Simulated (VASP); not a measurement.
# InSb (Pmmn) in VASP: further runs, part 3 of 3

VASP 6.6.1. The steps go on from the part before.

## Step 4: Electric field gradients, PBE

This run uses another cell than the first one, of 23.43 Å³/atom.

The input, INCAR:

```
  PREC = Accurate
  ENCUT = 520
  EDIFF = 1E-8
  ISMEAR = -1
  SIGMA = 0.08
  LREAL = F
  LASPH = T
  NELM = 100
  ALGO = Normal
  ISIF = 2
  LWAVE = F
  LCHARG = F
  GGA = PE
  LEFG = T
  NBANDS = 26
```

The input, KPOINTS:

```
Automatic mesh
0
Gamma
  6 6 11
```

The input, POSCAR:

```
InSb
1.0
    5.3570000000      0.0000000000      0.0000000000
    0.0000000000      5.7120000000      0.0000000000
    0.0000000000      0.0000000000      3.0630000000
In Sb
2 2
Direct
    0.0000000000      0.0000000000      0.0000000000
    0.5000000000      0.5000000000      0.0000000000
    0.5000000000      0.0000000000      0.8350000000
    0.0000000000      0.5000000000      0.1650000000
```

Potentials or basis: VASP PAW PBE potentials, release 64 (In_d, Sb).

Run with:

```bash
cat potpaw_PBE.64/In_d/POTCAR potpaw_PBE.64/Sb/POTCAR > POTCAR
mpirun -np 1 vasp_std > vasp.out
```

OUTCAR:

```text
PREC = Accurate
   ENCUT = 520
   EDIFF = 1E-8
   ISMEAR = -1
   LREAL = F
   LASPH = T
   NELM = 100
   ISIF = 2
   GGA = PE

 ion  position               nearest neighbor table
   1  0.000  0.000  0.000-   3 2.73   3 2.73   4 2.90   4 2.90   3 3.70   3 3.70   4 3.83   4 3.83
                             2 3.92   2 3.92   2 3.92   2 3.92
   2  0.500  0.500  0.000-   4 2.73   4 2.73   3 2.90   3 2.90   4 3.70   4 3.70   3 3.83   3 3.83
                             1 3.92   1 3.92   1 3.92   1 3.92
   3  0.500  0.000  0.835-   1 2.73   1 2.73   2 2.90   2 2.90   1 3.70   1 3.70   2 3.83   2 3.83

   4  0.000  0.500  0.165-   2 2.73   2 2.73   1 2.90   1 2.90   2 3.70   2 3.70   1 3.83   1 3.83

  LATTYP: Found a simple orthorhombic cell.
 ALAT       =     3.0630000000
 B/A-ratio  =     1.7489389487
 C/A-ratio  =     1.8648383937

  Lattice vectors:

 A1 = (   0.0000000000,   0.0000000000,   3.0630000000)
 A2 = (   5.3570000000,   0.0000000000,   0.0000000000)
 A3 = (   0.0000000000,   5.7120000000,   0.0000000000)

Analysis of symmetry for initial positions (statically):
=====================================================================
 Subroutine PRICEL returns:
 Original cell was already a primitive cell.

 Routine SETGRP: Setting up the symmetry group for a
 simple orthorhombic supercell.

 Subroutine GETGRP returns: Found  8 space group operations
 (whereof  4 operations were pure point group operations)
 out of a pool of  8 trial point group operations.

The static configuration has the point symmetry C_2v.
 The point group associated with its full space group is D_2h.
[... 870 lines left out ...]

------------------------ aborting loop because EDIFF is reached ----------------------------------------

  FORCE on cell =-STRESS in cart. coord.  units (eV):
  Direction    XX          YY          ZZ          XY          YZ          ZX
  --------------------------------------------------------------------------------------
  -------------------------------------------------------------------------------------
  Total       17.5510289      8.5814284      5.2231090      0.0000000      0.0000000      0.0000000
  in kB      300.0242248    146.6943278     89.2858896      0.0000000      0.0000000      0.0000000
  external PRESSURE =     178.6681474 kB  Pullay stress =       0.0000000 kB

 VOLUME and BASIS-vectors are now :
 -----------------------------------------------------------------------------
  energy-cutoff  :      520.00
  volume of cell :       93.73
      direct lattice vectors                 reciprocal lattice vectors
     5.357000000  0.000000000  0.000000000     0.186671645  0.000000000  0.000000000
     0.000000000  5.712000000  0.000000000     0.000000000  0.175070028  0.000000000
     0.000000000  0.000000000  3.063000000     0.000000000  0.000000000  0.326477310

 POSITION                                       TOTAL-FORCE (eV/Angst)
 -----------------------------------------------------------------------------------
      0.00000      0.00000      0.00000         0.000000      0.000000      0.273415
      2.67850      2.85600      0.00000         0.000000      0.000000     -0.273415
      2.67850      0.00000      2.55761         0.000000      0.000000     -0.758620
      0.00000      2.85600      0.50539         0.000000      0.000000      0.758620
 -----------------------------------------------------------------------------------
    total drift:                               -0.000000      0.000000     -0.000000

  FREE ENERGIE OF THE ION-ELECTRON SYSTEM (eV)
  ---------------------------------------------------
  free  energy   TOTEN  =       -12.1403680364 eV

  energy  without entropy=      -12.1104428010  energy(sigma->0) =      -12.12540542

 Electric field gradients (V/A^2)
---------------------------------------------------------------------
 ion       V_xx      V_yy      V_zz      V_xy      V_xz      V_yz
---------------------------------------------------------------------
   1     -82.404    13.105    69.299    -0.000     0.000    -0.000
   2     -82.404    13.105    69.299    -0.000    -0.000     0.000
   3     -83.188   -73.476   156.664    -0.000     0.000    -0.000
   4     -83.188   -73.476   156.664    -0.000    -0.000     0.000
---------------------------------------------------------------------

 Electric field gradients after diagonalization (V/A^2)
 (convention: |V_zz| > |V_xx| > |V_yy|)
----------------------------------------------------------------------
 ion       V_xx      V_yy      V_zz     asymmetry (V_yy - V_xx)/ V_zz
----------------------------------------------------------------------
   1      69.299    13.105   -82.404       0.682
   2      69.299    13.105   -82.404       0.682
   3     -83.188   -73.476   156.664       0.062
   4     -83.188   -73.476   156.664       0.062
----------------------------------------------------------------------

           NMR quadrupolar parameters

 Cq : quadrupolar parameter    Cq=e*Q*V_zz/h
 eta: asymmetry parameters     (V_yy - V_xx)/ V_zz
 Q  : nuclear electric quadrupole moment in mb (millibarn)
----------------------------------------------------------------------
 ion       Cq(MHz)       eta       Q (mb)
----------------------------------------------------------------------
   1      -0.199       0.682       1.000
   2      -0.199       0.682       1.000
   3       0.379       0.062       1.000
   4       0.379       0.062       1.000
----------------------------------------------------------------------
```

OSZICAR:

```text
N       E                     dE             d eps       ncg     rms          rms(c)
DAV:   1     0.300641444681E+03    0.30064E+03   -0.15920E+04  4994   0.157E+03
DAV:   2     0.139373462123E+02   -0.28670E+03   -0.27953E+03  5194   0.383E+02
DAV:   3    -0.112900131833E+02   -0.25227E+02   -0.24715E+02  6258   0.127E+02
DAV:   4    -0.122277591999E+02   -0.93775E+00   -0.93413E+00  6008   0.252E+01
DAV:   5    -0.122793245181E+02   -0.51565E-01   -0.51559E-01  7696   0.540E+00    0.681E+00
DAV:   6    -0.121599297676E+02    0.11939E+00   -0.22363E-01  6866   0.758E+00    0.376E+00
DAV:   7    -0.121419377562E+02    0.17992E-01   -0.99253E-02  7076   0.356E+00    0.721E-01
DAV:   8    -0.121402172773E+02    0.17205E-02   -0.13258E-02  6594   0.144E+00    0.373E-01
DAV:   9    -0.121403690488E+02   -0.15177E-03   -0.97425E-04  6630   0.219E-01    0.834E-02
DAV:  10    -0.121403629458E+02    0.61030E-05   -0.38366E-05  7052   0.614E-02    0.293E-02
DAV:  11    -0.121403687099E+02   -0.57641E-05   -0.76305E-06  6066   0.238E-02    0.141E-02
DAV:  12    -0.121403687050E+02    0.49495E-08   -0.51942E-07  6962   0.656E-03    0.327E-03
DAV:  13    -0.121403680481E+02    0.65682E-06   -0.13127E-07  6484   0.406E-03    0.169E-03
DAV:  14    -0.121403680381E+02    0.10071E-07   -0.13771E-08  3900   0.956E-04    0.440E-04
DAV:  15    -0.121403680266E+02    0.11477E-07   -0.41467E-09  2830   0.483E-04    0.169E-04
DAV:  16    -0.121403680364E+02   -0.98557E-08   -0.10865E-09  2762   0.366E-04
   1 F= -.12140368E+02 E0= -.12125405E+02  d E =-.299252E-01
```

Wall time 4.6 min (1 thread of Oxide Virtual Turin-like, shared host); peak memory 0.3 GiB.

What came out:

| Item | Value |
| --- | --- |
| Free energy | -12.1404 eV |
| Pressure | 17.9 GPa |
| Largest force | 0.759 eV/Å |
| Band gap on the k mesh | zero (bands 18 and 19 overlap by 3.35 eV) |
| Largest electric field gradient by atom | In -82.4; Sb +156.7 V/Å² |

Forces on the atoms (eV/Å):
```
In   0.000  0.000  0.273
In   0.000  0.000 -0.273
Sb   0.000  0.000 -0.759
Sb   0.000  0.000  0.759
```

Electric field gradients, principal values (V/Å²):
```csv
atom,least,middle,greatest (by size)
1 In,13.105,69.299,-82.404
2 In,13.105,69.299,-82.404
3 Sb,-73.476,-83.188,156.664
4 Sb,-73.476,-83.188,156.664
```

Caveat: the stress differs along the axes, from 9 to 30 GPa; without QUAD_EFG the Cq values of the log hold for a quadrupole moment of 1 mb, not for the nuclei; spin-orbit coupling is left out, which moves the levels of the heavy elements.

## Step 5: Single point, PBE

This run uses another cell than the first one, of 23.43 Å³/atom.

POSCAR is that of step 4.

The input, INCAR.step1:

```
PREC = Accurate ; ENCUT = 520
EDIFF = 1E-6 ; ISMEAR = -1
SIGMA = 0.08 ; LREAL = F
LASPH = T ; NELM = 100
ALGO = Normal ; ISIF = 2
LWAVE = F ; LCHARG = T
GGA = PE ; NBANDS = 26
```

The input, KPOINTS.step1:

```
regular mesh
0
Gamma
  6 6 11
```

The input, INCAR.step2:

```
PREC = Accurate ; ENCUT = 520
EDIFF = 1E-6 ; ISMEAR = -5
SIGMA = 0.08 ; LREAL = F
LASPH = T ; NELM = 100
ALGO = Normal ; ISIF = 2
LWAVE = F ; LCHARG = F
GGA = PE ; LORBIT = 11
NEDOS = 1001 ; ICHARG = 11
```

The input, KPOINTS.step2:

```
regular mesh
0
Gamma
  9 9 17
```

Run with:

```bash
cat potpaw_PBE.64/In_d/POTCAR potpaw_PBE.64/Sb/POTCAR > POTCAR
cp INCAR.step1 INCAR
cp KPOINTS.step1 KPOINTS
mpirun -np 1 vasp_std > vasp.out
cp INCAR.step2 INCAR
cp KPOINTS.step2 KPOINTS
mpirun -np 1 vasp_std > vasp.out
```

It took 8.2 min on 1 thread of Oxide Virtual Turin-like, shared host; peak memory 0.48 GiB.

The run converged. Its results:

```yaml
Valence_electrons_inside_the_program's_atomic_spheres: In 11.55; Sb 2.51
```

Levels at points of the mesh, in eV from the Fermi level:
```
           k point  band 14  band 15  band 16  band 17  band 18  band 19  band 20  band 21  band 22
(0.00, 0.00, 0.00)    -5.88    -5.83    -3.01    -2.67    -2.27     3.00     4.26     4.28     6.27
```

Caveat: spin-orbit coupling is left out, which moves the levels of the heavy elements.

## Step 6: Summary

| task | cell | k mesh for the DOS | occupations for the DOS | gap on the mesh (eV) | pressure (GPa) | largest force (eV/Å) |
| --- | --- | --- | --- | --- | --- | --- |
| electric field gradients | a = 5.462, b = 5.824, c = 3.123 Å, 4 atoms | - | - | none | 11.5 | 0.60 |
| electric field gradients | a = 5.357, b = 5.712, c = 3.002 Å, 4 atoms | - | - | none | 20.0 | 0.71 |
| electric field gradients | a = 5.357, b = 5.712, c = 3.063 Å, 4 atoms | - | - | none | 17.9 | 0.76 |
| single point | a = 5.357, b = 5.712, c = 3.063 Å, 4 atoms | 9 × 9 × 17 | tetrahedron | - | - | - |

Alike in all rows: level PBE; potentials or basis VASP PAW PBE potentials, release 64 (In_d, Sb); no spin polarisation; k mesh 6 × 6 × 11; cutoff (eV) 520; smearing fermi-dirac 0.08 eV.

Caveats: spin-orbit coupling is left out, which moves the levels of the heavy elements; the stress differs along the axes, from 4 to 21 GPa (at least some runs); the stress differs along the axes, from 13 to 31 GPa (at least some runs); the stress differs along the axes, from 9 to 30 GPa (at least some runs).

Total energies depend on the potentials used, so only differences within one code and one set of settings carry meaning.
